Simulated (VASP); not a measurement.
# Li (P1) in VASP: a series of runs

Runs on Li. Level: PBE. Tasks: single point, relaxation of cell and atoms.

Program: VASP 6.6.1. These are calculated values, not measurements. Logs are shortened: lines on timing, memory, paths and dates and some standing lists are left out, and cuts for length are marked.

### 1 The cell of the first run

The typed cell holds 4 atoms: a = 3.186 Å, b = 5.084 Å, c = 5.100 Å, α = 79.37°, β = 90.03°, γ = 89.95°.

### 2 Single point, PBE

INCAR reads:

```
SYSTEM = Li
ALGO = Normal
EDIFF = 1E-7
ENCUT = 520
GGA = PE
ISIF = 2
ISMEAR = 0
LASPH = .TRUE.
LCHARG = .TRUE.
LELF = .TRUE.
LREAL = .FALSE.
LVHAR = .TRUE.
LWAVE = .FALSE.
NBANDS = 14
NELM = 100
PREC = Accurate
SIGMA = 0.2
```

KPOINTS reads:

```
k-points
0
G
  8 4 4
  0 0 0
```

POSCAR reads:

```
Li
1.0
    1.5926708726     -2.7595790563     -0.0008853217
   -4.3836493176     -2.5349694380     -0.4495337472
   -0.4297522166     -0.2428182236     -5.0764747816
Li
4
Direct
    0.4986674505      0.7336397059     -0.0001445220
    0.0000177934      0.7664092166      0.4991266379
    1.0002480907      0.2339387932      0.0011159232
    0.5010666654      0.2660122844      0.4999019609
```

Potentials or basis: VASP PAW PBE potentials, release 64 (Li_sv).

The run is started by

```console
> cat potpaw_PBE.64/Li_sv/POTCAR > POTCAR
> mpirun -np 1 vasp_std > vasp.out
```

OUTCAR:

```text
SYSTEM = Li
   EDIFF = 1E-7
   ENCUT = 520
   GGA = PE
   ISIF = 2
   ISMEAR = 0
   LASPH = .TRUE.
   LREAL = .FALSE.
   NELM = 100
   PREC = Accurate

 ion  position               nearest neighbor table
   1  0.499  0.734  1.000-
   2  0.000  0.766  0.499-
   3  0.000  0.234  0.001-
   4  0.501  0.266  0.500-

  LATTYP: Found a triclinic cell.
 ALAT       =     5.9973442378
 B/A-ratio  =     0.5312686813
 C/A-ratio  =     0.8504457717
 COS(alpha) =     0.0006081761
 COS(beta)  =     0.1566366231
 COS(gamma) =     0.5305289170

  Lattice vectors:

 A1 = (  -5.9763201902,   0.2246096183,  -0.4486484255)
 A2 = (  -1.5926708726,   2.7595790563,   0.0008853217)
 A3 = (  -0.4297522166,  -0.2428182236,  -5.0764747816)

Analysis of symmetry for initial positions (statically):
=====================================================================
 Subroutine PRICEL returns:
 Original cell was already a primitive cell.

 Routine SETGRP: Setting up the symmetry group for a
 triclinic supercell.

 Subroutine GETGRP returns: Found  1 space group operations
 (whereof  1 operations were pure point group operations)
 out of a pool of  2 trial point group operations.

The static configuration has the point symmetry C_1 .

Analysis of symmetry for dynamics (positions and initial velocities):
=====================================================================
 Subroutine PRICEL returns:
 Original cell was already a primitive cell.

 Routine SETGRP: Setting up the symmetry group for a
 triclinic supercell.

 Subroutine GETGRP returns: Found  1 space group operations
 (whereof  1 operations were pure point group operations)
 out of a pool of  2 trial point group operations.

The dynamic configuration has the point symmetry C_1 .

 Subroutine INISYM returns: Found  1 space group operations
 (whereof  1 operations are pure point group operations),
 and found     1 'primitive' translations

----------------------------------------------------------------------------------------

                                     Primitive cell

  volume of cell :      81.1989

  direct lattice vectors                    reciprocal lattice vectors
     1.592670873 -2.759579056 -0.000885322     0.157139438 -0.271682132 -0.000307625
    -4.383649318 -2.534969438 -0.449533747    -0.172523448 -0.099576860  0.019368049
    -0.429752217 -0.242818224 -5.076474782     0.015249951  0.008865145 -0.198702124

  length of vectors
     3.186201164  5.083751762  5.100416048     0.313853594  0.200137484  0.199483547

  position of ions in fractional coordinates (direct lattice)
     0.498667451  0.733639706  0.999855478
     0.000017793  0.766409217  0.499126638
     0.000248091  0.233938793  0.001115923
     0.501066665  0.266012284  0.499901961

  ion indices of the primitive-cell ions
   primitive index   ion index
                 1           1
                 2           2
                 3           3
                 4           4

----------------------------------------------------------------------------------------

 KPOINTS: k-points

Automatic generation of k-mesh.
 Grid dimensions read from file:
 generate k-points for:    8    4    4

 Generating k-lattice:

  Cartesian coordinates                     Fractional coordinates (reciprocal lattice)
     0.019642430 -0.033960267 -0.000038453     0.125000000 -0.000000000 -0.000000000
    -0.043130862 -0.024894215  0.004842012    -0.000000000  0.250000000  0.000000000
     0.003812488  0.002216286 -0.049675531     0.000000000  0.000000000  0.250000000

  Length of vectors
     0.039231699  0.050034371  0.049870887

  Shift w.r.t. Gamma in fractional coordinates (k-lattice)
     0.000000000  0.000000000  0.000000000

 Subroutine IBZKPT returns following result:
 ===========================================

 Found     68 irreducible k-points:

 Following reciprocal coordinates:
            Coordinates               Weight
  0.000000  0.000000  0.000000      1.000000
  0.125000  0.000000 -0.000000      2.000000
  0.250000  0.000000 -0.000000      2.000000
  0.375000  0.000000  0.000000      2.000000
  0.500000  0.000000 -0.000000      1.000000
 -0.000000  0.250000 -0.000000      2.000000
[... 16 lines left out ...]
  0.500000  0.000000  0.250000      2.000000
 -0.375000 -0.000000  0.250000      2.000000
 [... further k-points ...]
   k-points           NKPTS =     68   k-points in BZ     NKDIM =     68   number of bands    NBANDS=     14
   number of dos      NEDOS =    301   number of ions     NIONS =      4
   total plane-waves  NPLWV =  38400
   dimension x,y,z NGX =    24 NGY =   40 NGZ =   40
   dimension x,y,z NGXF=    48 NGYF=   80 NGZF=   80
   ions per type =               4
   NGX,Y,Z   is equivalent  to a cutoff of  12.52, 13.08, 13.04 a.u.
   NGXF,Y,Z  is equivalent  to a cutoff of  25.04, 26.16, 26.08 a.u.
 SYSTEM =  Li
   PREC   = accura    normal or accurate (medium, high low for compatibility)
   ISTART =      0    job   : 0-new  1-cont  2-samecut
   ICHARG =      2    charge: 1-file 2-atom 10-const
   ISPIN  =      1    spin polarized calculation?
   LNONCOLLINEAR =      F non collinear calculations
   LSORBIT =      F    spin-orbit coupling
   LASPH  =      T    aspherical Exc in radial PAW
   ENCUT  =  520.0 eV  38.22 Ry    6.18 a.u.   5.92  9.45  9.48*2*pi/ulx,y,z
   NELM   =    100;   NELMIN=  2; NELMDL= -5     # of ELM steps
   EDIFF  = 0.1E-06   stopping-criterion for ELM
   LREAL  =      F    real-space projection
   EDIFFG = 0.1E-05   stopping-criterion for IOM
   NSW    =      0    number of steps for IOM
   IBRION =     -1    ionic relax: 0-MD 1-quasi-New 2-CG
   NFREE  =      0    steps in history (QN), initial steepest desc. (CG)
   ISIF   =      2    stress and relaxation
   ISYM   =      2    0-nonsym 1-usesym 2-fastsym
   POTIM  = 0.5000    time-step for ionic-motion
   TEBEG  =    0.0;   TEEND  =   0.0 temperature during run
   PSTRESS=    0.0 pullay stress
   NELECT =      12.0000    total number of electrons
   NUPDOWN=      -1.0000    fix difference up-down
   EMIN   =  10.00;   EMAX   =-10.00  energy-range for DOS
   EFERMI =   0.00;   METHOD = LEGACY
   ISMEAR =     0;   SIGMA  =   0.20  broadening in eV -4-tet -1-fermi 0-gaus
   EFERMI_NEDOS =   21; number of points for ismear=-14 and -15
   IALGO  =     38    algorithm
   IMIX   =      4    mixing-type and parameters
     AMIX     =   0.40;   BMIX     =  1.00
     AMIX_MAG =   1.60;   BMIX_MAG =  1.00
  volume/ion in A,a.u.               =      20.30       136.99
  Fermi-wavevector in a.u.,A,eV,Ry     =   0.865536  1.635626 10.192840  0.749153
  Thomas-Fermi vector in A             =   1.983794
   LORBIT       =      0    0 simple, 1 ext, 2 COOP (PROOUT), +10 PAW based schemes
   GGA     = PE    functional components
   LHFCALC =     F    Hartree Fock is set to
   AEXX    =    0.0000 exact exchange contribution
   IVDW    =     0    specifies the selected vdW correction
   LEPSILON=     F    determine dielectric tensor
   LRPA    =     F    only Hartree local field effects (RPA)
 non-spin polarized calculation
 Gauss-broadening in eV      SIGMA  =   0.20
  energy-cutoff  :      520.00
  volume of cell :       81.20
 maximum number of plane-waves:      2208
   NGX = 11   NGY = 19   NGZ = 19

 number of electron      11.9999992 magnetization

 Free energy of the ion-electron system (eV)
  ---------------------------------------------------
  ext. energy  EPLUGINS =         0.00000000
  ---------------------------------------------------
  free energy    TOTEN  =        -7.66606527 eV

  energy without entropy =       -7.64405487  energy(sigma->0) =       -7.65506007

 E-fermi :   0.5918     XC(G=0):  -7.0406

 val. band max:        0.5866594514   @ k =   0.0000   0.0000   0.0000
 cond. band min:       0.6281840494   @ k =   0.0000   0.0000   0.0000
 fundamental gap:      0.0415245980
 Fermi energy:         0.5918137963

 k-point     1 :       0.0000    0.0000    0.0000
  band No.  band energies     occupation
      1     -45.9110      2.00000
      2     -45.8931      2.00000
      3     -45.8925      2.00000
      4     -45.8817      2.00000
      5      -2.9373      2.00000
      6       0.5867      1.02907
      7       0.6282      0.79704
      8       3.3124      0.00000
      9       3.5103      0.00000
     10       3.8312      0.00000
     11       6.6525      0.00000
     12       7.5002      0.00000
     13       7.9575      0.00000
     14       9.8749      0.00000

 k-point     2 :       0.1250    0.0000   -0.0000
  band No.  band energies     occupation
      1     -45.9094      2.00000
      2     -45.8926      2.00000
      3     -45.8921      2.00000
      4     -45.8823      2.00000
      5      -2.7653      2.00000
      6       0.8144      0.11543
      7       0.8556      0.06217
      8       3.4306      0.00000
      9       3.5599      0.00000
     10       3.9898      0.00000
     11       5.5846      0.00000
     12       7.4263      0.00000
     13       7.7095      0.00000
     14      11.5070      0.00000

 k-point     3 :       0.2500    0.0000   -0.0000
  band No.  band energies     occupation
      1     -45.9048      2.00000
      2     -45.8913      2.00000
      3     -45.8908      2.00000
      4     -45.8841      2.00000
      5      -2.2475      2.00000
      6       1.4967      0.00000
      7       1.5356      0.00000
      8       3.4087      0.00000
      9       3.6558      0.00000
     10       3.6908      0.00000
     11       4.5716      0.00000
     12       7.8819      0.00000
     13       8.3247      0.00000
     14       8.7631      0.00000

 k-point     4 :       0.3750    0.0000    0.0000
  band No.  band energies     occupation
      1     -45.8988      2.00000
      2     -45.8899      2.00000
      3     -45.8897      2.00000
      4     -45.8875      2.00000
      5      -1.3775      2.00000
      6       1.4482      0.00000
      7       2.6272      0.00000
      8       2.6726      0.00000
      9       3.8409      0.00000
     10       3.8412      0.00000
     11       5.6492      0.00000
     12       6.2778      0.00000
     13       6.3234      0.00000
     14       8.8739      0.00000

 k-point     5 :       0.5000    0.0000   -0.0000
  band No.  band energies     occupation
      1     -45.8926      2.00000
      2     -45.8925      2.00000
      3     -45.8892      2.00000
      4     -45.8892      2.00000
      5      -0.1475      2.00000
      6      -0.1463      2.00000
      7       3.9121      0.00000
      8       3.9134      0.00000
      9       3.9982      0.00000
     10       4.0000      0.00000
     11       4.5115      0.00000
[... 276 lines left out ...]
 k-point    22 :       0.3750    0.0000    0.2500
  band No.  band energies     occupation
      1     -45.8975      2.00000
      2     -45.8912      2.00000
      3     -45.8895      2.00000
      4     -45.8876      2.00000
      5      -1.1021      2.00000
      6       1.1212      0.00018
      7       1.6447      0.00000
      8       2.8384      0.00000
      9       3.3535      0.00000
     10       5.0178      0.00000
     11       5.7347      0.00000
     12       6.7005      0.00000
     13       6.8232      0.00000
     14       8.0123      0.00000

 k-point    23 :       0.5000    0.0000    0.2500
  band No.  band energies     occupation
      1     -45.8922      2.00000
      2     -45.8921      2.00000
      3     -45.8897      2.00000
      4     -45.8896      2.00000
      5       0.1090      1.99936
      6       0.1121      1.99931
      7       2.2196      0.00000
      8       2.2270      0.00000
      9       4.4647      0.00000
     10       4.4691      0.00000
     11       6.3468      0.00000
     12       6.3493      0.00000
     13       6.4689      0.00000
     14       6.4769      0.00000

 k-point    24 :      -0.3750   -0.0000    0.2500
  band No.  band energies     occupation
      1     -45.8975      2.00000
      2     -45.8912      2.00000
      3     -45.8895      2.00000
      4     -45.8876      2.00000
      5      -1.1042      2.00000
      6       1.1269      0.00015
      7       1.6483      0.00000
      8       2.8422      0.00000
      9       3.3428      0.00000
     10       5.0142      0.00000
     11       5.7232      0.00000
     12       6.6935      0.00000
     13       6.8285      0.00000
     14       8.0291      0.00000

 [... further k-points ...]
[... 5 lines left out ...]
  --------------------------------------------------------------------------------------
  -------------------------------------------------------------------------------------
  Total       -0.0145168     -0.0489098     -0.0887630      0.0176474      0.0057572      0.0008157
  in kB       -0.2864380     -0.9650637     -1.7514274      0.3482094      0.1135984      0.0160940
  external PRESSURE =      -1.0009764 kB  Pullay stress =       0.0000000 kB

 VOLUME and BASIS-vectors are now :
 -----------------------------------------------------------------------------
  energy-cutoff  :      520.00
  volume of cell :       81.20
      direct lattice vectors                 reciprocal lattice vectors
     1.592670873 -2.759579056 -0.000885322     0.157139438 -0.271682132 -0.000307625
    -4.383649318 -2.534969438 -0.449533747    -0.172523448 -0.099576860  0.019368049
    -0.429752217 -0.242818224 -5.076474782     0.015249951  0.008865145 -0.198702124

 POSITION                                       TOTAL-FORCE (eV/Angst)
 -----------------------------------------------------------------------------------
     -2.85150     -3.47865     -5.40598        -0.007681     -0.008331     -0.000578
     -3.57414     -2.06407     -2.87833         0.009300      0.006175     -0.000282
     -1.02559     -0.59398     -0.11083        -0.005033     -0.001745      0.004999
     -0.58290     -2.17845     -2.65776         0.003414      0.003901     -0.004140
 -----------------------------------------------------------------------------------
    total drift:                               -0.000001     -0.000022     -0.000034

  FREE ENERGIE OF THE ION-ELECTRON SYSTEM (eV)
  ---------------------------------------------------
  free  energy   TOTEN  =        -7.6660652700 eV

  energy  without entropy=       -7.6440548733  energy(sigma->0) =       -7.65506007
```

Wall time 22 s (1 thread of Intel Xeon 6975P-C (Granite Rapids), shared host); peak memory 0.2 GiB.

Results:

```yaml
Free_energy: -7.6661 eV
Largest_force: 0.011 eV/Å
Band_gap_on_the_k_mesh: zero (band 6 reaches 1.50 eV, above the bottom of band 7 at -0.47 eV)
```

Forces on the atoms (eV/Å):
```
Li  -0.008 -0.008 -0.001
Li   0.009  0.006  0.000
Li  -0.005 -0.002  0.005
Li   0.003  0.004 -0.004
```

Caveat: the cutoff is under 1.25 times the usual one of these potentials, so pressure, stress and relaxed cells hold a basis-set (Pulay) error.

### 3 Relaxation of cell and atoms, PBE

This run uses another cell than the first one, of 20.72 Å³/atom, 1.021 times its volume.

INCAR reads:

```
PREC = Accurate ; ENCUT = 600
EDIFF = 1E-7 ; ISMEAR = 0
SIGMA = 0.2 ; LREAL = False
LASPH = True ; NELM = 80
ALGO = Normal ; ISIF = 3
LWAVE = False ; LCHARG = False
GGA = PE ; IBRION = 2
NSW = 80 ; EDIFFG = -0.025
```

KPOINTS reads:

```
regular mesh
0
Gamma
  8 4 4
```

POSCAR reads:

```
Li
1.0
    1.4993452534     -2.5714519213      0.0307264616
   -4.4133204561     -2.5224792111     -0.1375707289
   -0.1555275275     -0.0242491048     -5.4818212022
Li
4
Direct
    0.2812716781      0.7550542436      0.0081303730
    0.2412131540      0.7510551914      0.4892821046
    0.7238492659      0.2393659976     -0.0025054499
    0.7536659020      0.2545245674      0.5050929723
```

Potentials or basis: VASP PAW PBE potentials, release 64 (Li_sv).

The run is started by

```console
> cat potpaw_PBE.64/Li_sv/POTCAR > POTCAR
> mpirun -np 1 vasp_std > vasp.out
```

Wall time 4.9 min (1 thread of Intel Xeon 6975P-C (Granite Rapids), shared host); peak memory 0.23 GiB.

Results (log left out):

| Item | Value |
| --- | --- |
| Free energy | -7.5964 eV |
| Relaxed volume | 19.39 Å³/atom |
| Relaxed cell | a = 3.059 Å, b = 5.117 Å, c = 5.776 Å, α = 59.30°, β = 93.58°, γ = 91.37° |
| Space group after relaxing (to 0.05 Å) | P-1 (No. 2) |
| Energy gained by relaxing | 59.1 meV/atom |
| Ionic steps | 22 |
| Pressure after relaxing | 0.0 GPa |
| Largest force after relaxing | 0.014 eV/Å |
| Band gap on the k mesh | zero (band 6 reaches 1.87 eV, above the bottom of band 7 at -0.49 eV) |

Forces on the atoms (eV/Å):
```
Li  -0.010  0.009 -0.003
Li   0.008  0.007 -0.003
Li  -0.006 -0.010  0.003
Li   0.008 -0.006  0.003
```

The path:
```csv
step,energy change (eV),largest force (eV/Å),pressure (GPa),volume (Å³)
1,0.0000,0.2246,-0.31,82.88
2,-0.0081,0.1924,-0.26,82.40
3,-0.0270,0.0920,-0.08,80.96
4,-0.0354,0.1523,0.40,78.09
5,-0.0375,0.0751,0.22,79.06
6,-0.0497,0.0983,0.22,79.04
7,-0.0844,0.1830,0.28,78.79
8,-0.1462,0.3632,0.57,77.37
9,0.1479,0.5999,0.95,70.79
10,-0.1461,0.4147,0.63,76.92
11,-0.1580,0.3934,0.49,77.24
12,-0.1752,0.3377,0.04,78.10
13,-0.1852,0.3082,0.03,78.13
14,-0.2091,0.2205,0.00,78.21
15,-0.2284,0.0482,0.00,78.31
16,-0.2301,0.0440,-0.02,78.31
17,-0.2333,0.0354,-0.09,78.31
18,-0.2306,0.0768,-0.24,78.26
19,-0.2338,0.0448,-0.13,78.30
20,-0.2354,0.0353,0.00,77.68
21,-0.2358,0.0277,0.12,77.15
22,-0.2363,0.0144,0.02,77.58
```

Final structure:
```yaml
crystal:
  lattice:
    - [1.55415, -2.63283, 0.08930]
    - [-4.27145, -2.42774, -1.43067]
    - [-1.34128, -0.56245, -5.58986]
  atoms:
    - { symbol: Li, position: [0.25632, 0.74773, 0.99974] }
    - { symbol: Li, position: [0.24672, 0.75297, 0.49869] }
    - { symbol: Li, position: [0.75016, 0.24740, 0.00096] }
    - { symbol: Li, position: [0.74680, 0.25190, 0.50060] }
```

Levels at points of the mesh, in eV from the Fermi level:
```
           k point  band 2  band 3  band 4  band 5  band 6  band 7  band 8  band 9  band 10
(0.00, 0.00, 0.00)  -46.46  -46.45  -46.45   -3.61   -0.10    0.42    1.16    3.00     3.69
(0.50, 0.00, 0.00)  -46.46  -46.45  -46.45   -0.65   -0.63    3.18    3.21    4.12     4.13
(0.00, 0.50, 0.00)  -46.47  -46.46  -46.46   -2.18   -2.18   -0.29   -0.27    5.44     5.47
(0.50, 0.50, 0.00)  -46.46  -46.45  -46.45   -0.23   -0.16    1.37    2.24    2.82     2.92
(0.00, 0.00, 0.50)  -46.47  -46.45  -46.45   -2.50   -2.49    0.56    0.62    5.20     5.27
(0.50, 0.00, 0.50)  -46.46  -46.45  -46.45    0.25    0.27    0.67    0.70    4.33     4.36
(0.00, 0.50, 0.50)  -46.47  -46.46  -46.46   -2.36   -2.36    0.23    0.23    4.81     4.81
(0.50, 0.50, 0.50)  -46.46  -46.45  -46.45    0.34    0.42    0.69    0.71    3.92     3.93
```

Caveat: the cutoff is under 1.25 times the usual one of these potentials, so pressure, stress and relaxed cells hold a basis-set (Pulay) error.
